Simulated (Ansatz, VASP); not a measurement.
# Sn in VASP and in Ansatz

Contents of INCAR:

```
SYSTEM = Sn
ALGO     = Normal         ! electronic algorithm
EDIFF    = 1E-8           ! SCF threshold, eV
ENCUT    = 520            ! plane-wave cutoff, eV
ISIF     = 2              ! what is computed and relaxed
ISMEAR   = -1             ! smearing method
LASPH    = .True.         ! aspherical terms in the spheres
LCHARG   = .False.        ! write CHGCAR
LEFG     = .True.       
LREAL    = .False.        ! projectors in reciprocal space
LWAVE    = .False.        ! write WAVECAR
NBANDS   = 21             ! bands
NELM     = 80             ! most SCF steps
PREC     = Accurate       ! precision mode
SIGMA    = 0.03           ! smearing width, eV
```

Contents of KPOINTS:

```
k-points
0
Gamma
  9 9 9
  0 0 0
```

File POSCAR:

```
Sn
1.0
    0.0000000000      3.2128139200      3.2128139200
    3.2128139200      0.0000000000      3.2128139200
    3.2128139200      3.2128139200      0.0000000000
Sn
2
Direct
    0.5000000000      0.5000000000      0.5000000000
    0.7500000000      0.7500000000      0.7500000000
```

Input for Ansatz:

```yaml
crystal:
  lattice:
    - [0.0, 3.21281392, 3.21281392]
    - [3.21281392, 0.0, 3.21281392]
    - [3.21281392, 3.21281392, 0.0]
  atoms:
    - { symbol: Sn, position: [0.5, 0.5, 0.5] }
    - { symbol: Sn, position: [0.75, 0.75, 0.75] }
kpoints:
  mp_grid: { grid: [9, 9, 9] }
scf:
  occupations: { method: fermi_dirac, width: 0.03 }
hamiltonian:
  xc: lda
  pseudopotentials: { kind: paw }
output:
  forces: true
  stress: true
  eigenvalues: true
  efg: { contact_densities: true }
  write_density: true
  write_potential: true
  elf: true
  volumetric_format: npy
```

Change from the starting cell: volume scaled by 0.97, PAW files.

Alike in both runs: task electric field gradients; functional LDA; k mesh 9 × 9 × 9; occupations fermi-dirac, width 0.03 eV; no spin polarisation.

```csv
,VASP,Ansatz
version,VASP 6.6.1,Ansatz 0.2.0
potentials or method,"VASP PAW LDA potentials, release 64 (Sn_d)","PAW with Ansatz's default frozen-core files, scalar-relativistic"
plane-wave cutoff (eV),520,420
valence electrons in the cell,28,28
```

|  | VASP | Ansatz | Ansatz less VASP |
| --- | --- | --- | --- |
| pressure (GPa) | 1.1 | 1.0 | -0.01 |

LDA's correlation is that of Perdew and Zunger in VASP and of Perdew and Wang (1992) in Ansatz.
